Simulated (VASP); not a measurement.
# Si (Cmcm) in VASP: notebook

The runs below take Si through single point, with LDA.

Program: VASP 6.6.1. These are calculated values, not measurements. Logs are shortened: lines on timing, memory, paths and dates and some standing lists are left out, and cuts for length are marked.

### Step 1. The cell of the first run

Symmetry: Cmcm, No. 63, orthorhombic system. Conventional cell: a = 3.831 Å, b = 6.885 Å, c = 6.333 Å, α = 90.00°, β = 90.00°, γ = 90.00°. Within 3.1 Å of Si (site symmetry m) lie 4 Si at 2.37 to 2.43 Å.

### Step 2. Single point, LDA (strain +0.0375 x Voigt [0, 1, 0, 0, 0, 0])

File INCAR:

```
SYSTEM = Si
PREC = Accurate ; ENCUT = 520
EDIFF = 1E-6 ; ISMEAR = 0
SIGMA = 0.03 ; LREAL = .FALSE.
LASPH = .TRUE. ; NELM = 100
ALGO = Normal ; ISIF = 2
LWAVE = .FALSE. ; LCHARG = .TRUE.
GGA = CA ; LELF = .TRUE.
LVHAR = .TRUE. ; NBANDS = 16
```

File KPOINTS:

```
regular mesh
0
G
  12 12 6
  0 0 0
```

File POSCAR:

```
Si
1.0
    3.8313174605      0.0000000000      0.0000000000
   -1.9156587303      3.4424439352      0.0000000000
    0.0000000000      0.0000000000      6.3326220002
Si
4
Direct
    0.3333333333      0.6666666667      0.0630095000
    0.6666666667      0.3333333333      0.5630095000
    0.3333333333      0.6666666667      0.4369905000
    0.6666666667      0.3333333333      0.9369905000
```

Potentials or basis: VASP PAW LDA potentials, release 64 (Si).

Run with:

```
> cat potpaw_LDA.64/Si/POTCAR > POTCAR
> mpirun -np 1 vasp_std > vasp.out
```

OUTCAR:

```text
SYSTEM = Si
   PREC = Accurate
   ENCUT = 520
   EDIFF = 1E-6
   ISMEAR = 0
   LREAL = .FALSE.
   LASPH = .TRUE.
   NELM = 100
   ISIF = 2
   GGA = CA

 ion  position               nearest neighbor table
   1  0.333  0.667  0.063-   3 2.37   4 2.37   4 2.37   4 2.43
   2  0.667  0.333  0.563-   4 2.37   3 2.37   3 2.37   3 2.43
   3  0.333  0.667  0.437-   1 2.37   2 2.37   2 2.37   2 2.43
   4  0.667  0.333  0.937-   2 2.37   1 2.37   1 2.37   1 2.43

  LATTYP: Found a base centered orthorhombic cell.
 ALAT       =     3.8313174605
 B/A-ratio  =     1.7970027129
 C/A-ratio  =     1.6528575524

  Lattice vectors:

 A1 = (   1.9156587303,  -3.4424439352,   0.0000000000)
 A2 = (   1.9156587302,   3.4424439352,   0.0000000000)
 A3 = (   0.0000000000,   0.0000000000,   6.3326220002)

Analysis of symmetry for initial positions (statically):
=====================================================================
 Subroutine PRICEL returns:
 Original cell was already a primitive cell.

 Routine SETGRP: Setting up the symmetry group for a
 base centered orthorhombic supercell.

 Subroutine GETGRP returns: Found  8 space group operations
 (whereof  4 operations were pure point group operations)
 out of a pool of  8 trial point group operations.

The static configuration has the point symmetry C_2h.
 The point group associated with its full space group is D_2h.

Analysis of symmetry for dynamics (positions and initial velocities):
=====================================================================
 Subroutine PRICEL returns:
 Original cell was already a primitive cell.

 Routine SETGRP: Setting up the symmetry group for a
 base centered orthorhombic supercell.

 Subroutine GETGRP returns: Found  8 space group operations
 (whereof  4 operations were pure point group operations)
 out of a pool of  8 trial point group operations.

The dynamic configuration has the point symmetry C_2h.
 The point group associated with its full space group is D_2h.

 Subroutine INISYM returns: Found  8 space group operations
 (whereof  4 operations are pure point group operations),
 and found     1 'primitive' translations

----------------------------------------------------------------------------------------

                                     Primitive cell

  volume of cell :      83.5216

  direct lattice vectors                    reciprocal lattice vectors
     3.831317461  0.000000000  0.000000000     0.261006823  0.145245648  0.000000000
    -1.915658730  3.442443935  0.000000000     0.000000000  0.290491296  0.000000000
     0.000000000  0.000000000  6.332622000     0.000000000  0.000000000  0.157912473

[... 93 lines left out ...]
   ISIF   =      2    stress and relaxation
   ISYM   =      2    0-nonsym 1-usesym 2-fastsym
   POTIM  = 0.5000    time-step for ionic-motion
   TEBEG  =    0.0;   TEEND  =   0.0 temperature during run
   PSTRESS=    0.0 pullay stress
   NELECT =      16.0000    total number of electrons
   NUPDOWN=      -1.0000    fix difference up-down
   EMIN   =  10.00;   EMAX   =-10.00  energy-range for DOS
   EFERMI =   0.00;   METHOD = LEGACY
   ISMEAR =     0;   SIGMA  =   0.03  broadening in eV -4-tet -1-fermi 0-gaus
   EFERMI_NEDOS =   21; number of points for ismear=-14 and -15
   IALGO  =     38    algorithm
   IMIX   =      4    mixing-type and parameters
     AMIX     =   0.40;   BMIX     =  1.00
     AMIX_MAG =   1.60;   BMIX_MAG =  1.00
  volume/ion in A,a.u.               =      20.88       140.91
  Fermi-wavevector in a.u.,A,eV,Ry     =   0.943732  1.783395 12.117755  0.890630
  Thomas-Fermi vector in A             =   2.071468
   LORBIT       =      0    0 simple, 1 ext, 2 COOP (PROOUT), +10 PAW based schemes
   GGA     = CA    functional components
   LHFCALC =     F    Hartree Fock is set to
   AEXX    =    0.0000 exact exchange contribution
   IVDW    =     0    specifies the selected vdW correction
   LEPSILON=     F    determine dielectric tensor
   LRPA    =     F    only Hartree local field effects (RPA)
 non-spin polarized calculation
 Gauss-broadening in eV      SIGMA  =   0.03
  energy-cutoff  :      520.00
  volume of cell :       83.52
 maximum number of plane-waves:      2278
   NGX = 15   NGY = 15   NGZ = 23

 number of electron      16.0000000 magnetization

 Free energy of the ion-electron system (eV)
  ---------------------------------------------------
  ext. energy  EPLUGINS =         0.00000000
  ---------------------------------------------------
  free energy    TOTEN  =       -23.68371912 eV

  energy without entropy =      -23.68371814  energy(sigma->0) =      -23.68371863

 E-fermi :   5.7190     XC(G=0):  -9.4434

 val. band max:        5.6612049218   @ k =   0.0000   0.0000   0.0000
 cond. band min:       5.7815338372   @ k =   0.5000   0.0000   0.0000
 fundamental gap:      0.1203289153
 Fermi energy:         5.7190215089

 k-point     1 :       0.0000    0.0000    0.0000
  band No.  band energies     occupation
      1      -6.3437      2.00000
      2      -4.0210      2.00000
      3      -1.5011      2.00000
      4       3.9492      2.00000
      5       4.1206      2.00000
      6       5.2732      2.00000
[... 433 lines left out ...]
      3      -1.5213      2.00000
      4      -0.3189      2.00000
      5       0.9856      2.00000
      6       1.7833      2.00000
[... 8 lines left out ...]
     15      11.8796      0.00000
     16      12.6041      0.00000

 [... further k-points ...]

------------------------ aborting loop because EDIFF is reached ----------------------------------------

  FORCE on cell =-STRESS in cart. coord.  units (eV):
  Direction    XX          YY          ZZ          XY          YZ          ZX
  --------------------------------------------------------------------------------------
  -------------------------------------------------------------------------------------
  Total       -1.7112493     -4.6298123     -1.2572250      0.0000000      0.0000000      0.0000000
  in kB      -32.8265533    -88.8127641    -24.1170954      0.0000000      0.0000000      0.0000000
  external PRESSURE =     -48.5854710 kB  Pullay stress =       0.0000000 kB

 VOLUME and BASIS-vectors are now :
 -----------------------------------------------------------------------------
  energy-cutoff  :      520.00
  volume of cell :       83.52
      direct lattice vectors                 reciprocal lattice vectors
     3.831317461  0.000000000  0.000000000     0.261006823  0.145245648  0.000000000
    -1.915658730  3.442443935  0.000000000     0.000000000  0.290491296  0.000000000
     0.000000000  0.000000000  6.332622000     0.000000000  0.000000000  0.157912473

 POSITION                                       TOTAL-FORCE (eV/Angst)
 -----------------------------------------------------------------------------------
     -0.00000      2.29496      0.39902        -0.000000      0.200963     -0.183142
      1.91566      1.14748      3.56533         0.000000     -0.200963     -0.183142
     -0.00000      2.29496      2.76730        -0.000000      0.200963      0.183142
      1.91566      1.14748      5.93361         0.000000     -0.200963      0.183142
 -----------------------------------------------------------------------------------
    total drift:                               -0.000000      0.000000     -0.000000

  FREE ENERGIE OF THE ION-ELECTRON SYSTEM (eV)
  ---------------------------------------------------
  free  energy   TOTEN  =       -23.6837191247 eV

  energy  without entropy=      -23.6837181375  energy(sigma->0) =      -23.68371863
```

OSZICAR:

```text
N       E                     dE             d eps       ncg     rms          rms(c)
DAV:   1     0.232842751995E+02    0.23284E+02   -0.58544E+03  5504   0.812E+02
DAV:   2    -0.222578987195E+02   -0.45542E+02   -0.41401E+02  7424   0.119E+02
DAV:   3    -0.241363109279E+02   -0.18784E+01   -0.18629E+01  7632   0.229E+01
DAV:   4    -0.241607118346E+02   -0.24401E-01   -0.24396E-01  6784   0.333E+00
DAV:   5    -0.241611842385E+02   -0.47240E-03   -0.47228E-03  7744   0.439E-01    0.671E+00
DAV:   6    -0.238358816762E+02    0.32530E+00   -0.12507E-01  6368   0.163E+00    0.400E+00
DAV:   7    -0.236832962115E+02    0.15259E+00   -0.24768E-01  6640   0.233E+00    0.261E-01
DAV:   8    -0.236837195557E+02   -0.42334E-03   -0.19956E-02  6632   0.743E-01    0.122E-01
DAV:   9    -0.236836860746E+02    0.33481E-04   -0.67123E-04  7424   0.145E-01    0.869E-02
DAV:  10    -0.236837185119E+02   -0.32437E-04   -0.81533E-05  6920   0.468E-02    0.175E-02
DAV:  11    -0.236837191247E+02   -0.61279E-06   -0.57523E-06  7168   0.138E-02
   1 F= -.23683719E+02 E0= -.23683719E+02  d E =-.987268E-06
```

stdout:

```text
POSCAR found type information on POSCAR Si
 POSCAR found :  1 types and       4 ions
 scaLAPACK will be used
 LDA part: xc-table for (Slater(with rela. corr.)+CA(PZ))
 , standard interpolation
 POSCAR, INCAR and KPOINTS ok, starting setup
 FFT: planning ... GRIDC
 FFT: planning ... GRID_SOFT
 FFT: planning ... GRID
 WAVECAR not read
 entering main loop
```

It took 98 s on 1 thread of AMD EPYC 9R14 (Zen 4), shared host; peak memory 0.24 GiB.

What came out:

| Property | Result |
| --- | --- |
| Free energy | -23.6837 eV |
| Pressure | -4.9 GPa |
| Largest force | 0.272 eV/Å |
| Band gap on the k mesh | 0.12 eV (least direct gap 0.49 eV) |

Forces on the atoms (eV/Å):
```
Si   0.000  0.201 -0.183
Si   0.000 -0.201 -0.183
Si   0.000  0.201  0.183
Si   0.000 -0.201  0.183
```

Levels at points of the mesh, in eV from the valence-band top:
```tsv
k point	band 5	band 6	band 7	band 8	band 9	band 10	band 11	band 12
(0.00, 0.00, 0.00)	-1.54	-0.39	-0.13	0.00	0.49	1.70	1.99	2.40
(0.50, 0.00, 0.00)	-4.59	-3.21	-2.96	-1.52	0.12	2.01	2.84	2.87
(0.00, 0.50, 0.00)	-4.68	-2.98	-2.87	-1.23	0.47	2.45	2.94	3.13
(0.00, 0.00, 0.50)	-1.10	-1.10	-0.94	-0.94	1.33	1.33	2.68	2.68
(0.50, 0.00, 0.50)	-2.55	-2.55	-2.37	-2.37	0.64	0.64	1.65	1.65
(0.00, 0.50, 0.50)	-2.45	-2.45	-2.23	-2.23	0.93	0.93	1.66	1.66
```

Caveat: the cell differs from its parent crystal (strain +0.0375 x Voigt [0, 1, 0, 0, 0, 0]); the cell stands under tension.

### Step 3. Single point, LDA (strain -0.0375 x Voigt [0, 1, 0, 0, 0, 0])

File INCAR:

```
ALGO     = Normal         # electronic algorithm
EDIFF    = 1E-6           # SCF threshold, eV
ENCUT    = 520            # plane-wave cutoff, eV
ISIF     = 2              # what is computed and relaxed
ISMEAR   = 0              # smearing method
LASPH    = T              # aspherical terms in the spheres
LCHARG   = F              # write CHGCAR
LREAL    = F              # projectors in reciprocal space
LWAVE    = F              # write WAVECAR
NBANDS   = 16             # bands
NELM     = 80             # most SCF steps
PREC     = Accurate       # precision mode
SIGMA    = 0.03           # smearing width, eV
```

File KPOINTS:

```
k-points
0
Gamma
  12 12 6
```

POSCAR, as its differences from that of step 2:

```diff
@@ -3,3 +3,3 @@
     3.8313174605      0.0000000000      0.0000000000
-   -1.9156587303      3.4424439352      0.0000000000
+   -1.9156587303      3.1935925664      0.0000000000
     0.0000000000      0.0000000000      6.3326220002
```

Potentials or basis: VASP PAW LDA potentials, release 64 (Si).

Run with:

```
> cat potpaw_LDA.64/Si/POTCAR > POTCAR
> mpirun -np 1 vasp_std > vasp.out
```

Wall time 85 s (1 thread of AMD EPYC 9R45 (Zen 5), shared host); peak memory 0.23 GiB.

Results (log left out):

```yaml
Free_energy: -23.7471 eV
Pressure: 1.8 GPa
Largest_force: 0.445 eV/Å
Band_gap_on_the_k_mesh: zero (bands 8 and 9 overlap by 0.02 eV)
```

Forces on the atoms (eV/Å):
```
Si   0.000 -0.380  0.231
Si   0.000  0.380  0.231
Si   0.000 -0.380 -0.231
Si   0.000  0.380 -0.231
```

Stress tensor (GPa, compression positive):
```
-0.40  0.00  0.00
 0.00  6.90  0.00
 0.00  0.00 -1.17
```

Levels at points of the mesh, in eV from the Fermi level:
```
           k point  band 5  band 6  band 7  band 8  band 9  band 10  band 11  band 12
(0.00, 0.00, 0.00)   -1.45   -0.47   -0.13    0.01    1.09     1.78     1.93     2.29
(0.50, 0.00, 0.00)   -4.93   -3.22   -3.00   -1.46    0.39     2.39     2.76     3.18
(0.00, 0.50, 0.00)   -4.81   -3.40   -3.19   -1.80   -0.01     1.91     2.70     2.83
(0.00, 0.00, 0.50)   -1.03   -1.03   -0.87   -0.87    1.85     1.85     2.71     2.71
(0.50, 0.00, 0.50)   -2.69   -2.69   -2.40   -2.40    0.82     0.82     1.43     1.43
(0.00, 0.50, 0.50)   -2.77   -2.77   -2.60   -2.60    0.51     0.51     1.39     1.39
```

Caveat: the cell differs from its parent crystal (strain -0.0375 x Voigt [0, 1, 0, 0, 0, 0]); semilocal functionals underestimate gaps, so a narrow gap can read as zero.
